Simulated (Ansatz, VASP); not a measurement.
**Two plane-wave programs on TlBr**

Contents of POSCAR:

```
TlBr
1.0
    3.9461933093      0.0000000000      0.0000000000
    0.0000000000      3.9461933093      0.0000000000
    0.0000000000      0.0000000000      3.9461933093
Tl Br
1 1
Direct
    0.0000000000      0.0000000000      0.0000000000
    0.5000000000      0.5000000000      0.5000000000
```

Contents of INCAR.step1:

```
SYSTEM = TlBr
ALGO = Normal
EDIFF = 1E-5
ENCUT = 400
GGA = PE
GGA_COMPAT = .FALSE.
ISIF = 2
ISMEAR = 0
LASPH = .TRUE.
LREAL = .FALSE.
LWAVE = .TRUE.
NBANDS = 17
NELM = 120
PREC = Accurate
SIGMA = 0.01
```

File INCAR.step2:

```
SYSTEM = TlBr
ALGO = Normal
EDIFF = 1E-6
ENCUT = 400
GGA = PE
GGA_COMPAT = .FALSE.
HFSCREEN = 0.2079
ISIF = 2
ISMEAR = 0
ISTART = 1
LASPH = .TRUE.
LCHARG = .TRUE.
LELF = .TRUE.
LHFCALC = .TRUE.
LREAL = .FALSE.
LVHAR = .TRUE.
LWAVE = .FALSE.
NBANDS = 17
NELM = 120
PREC = Accurate
PRECFOCK = Normal
SIGMA = 0.01
```

The input KPOINTS:

```
k-points
0
G
  4 4 4
  0 0 0
```

Input for Ansatz:

```yaml
crystal:
  lattice:
    - [3.9461933093, 0.0, 0.0]
    - [0.0, 3.9461933093, 0.0]
    - [0.0, 0.0, 3.9461933093]
  atoms:
    - { symbol: Tl, position: [0.0, 0.0, 0.0] }
    - { symbol: Br, position: [0.5, 0.5, 0.5] }
kpoints:
  mp_grid: { grid: [4, 4, 4] }
hamiltonian:
  xc: hse06
scf:
  occupations: { method: fixed }
  n_extra_bands: 4
output:
  forces: true
  stress: true
  eigenvalues: true
```

Alike in both runs: task single point; functional HSE06; k mesh 4 × 4 × 4; no spin polarisation.

```csv
,VASP,Ansatz
version,VASP 6.6.1,Ansatz 0.2.0
potentials or method,"VASP PAW PBE potentials, release 64 (Tl_d, Br)","plane waves, PAW"
plane-wave cutoff (eV),400,420
occupations,"gaussian, width 0.01 eV",fixed
valence electrons in the cell,20,20
```

```csv
,VASP,Ansatz,Ansatz less VASP
gap on the k mesh at the Fermi level (eV),2.47,2.46,-0.006
pressure (GPa),1.6,1.7,+0.10
```

Ansatz's warnings: stress exchange threshold loose, stress scf threshold loose.

Neither program's run includes spin-orbit coupling.
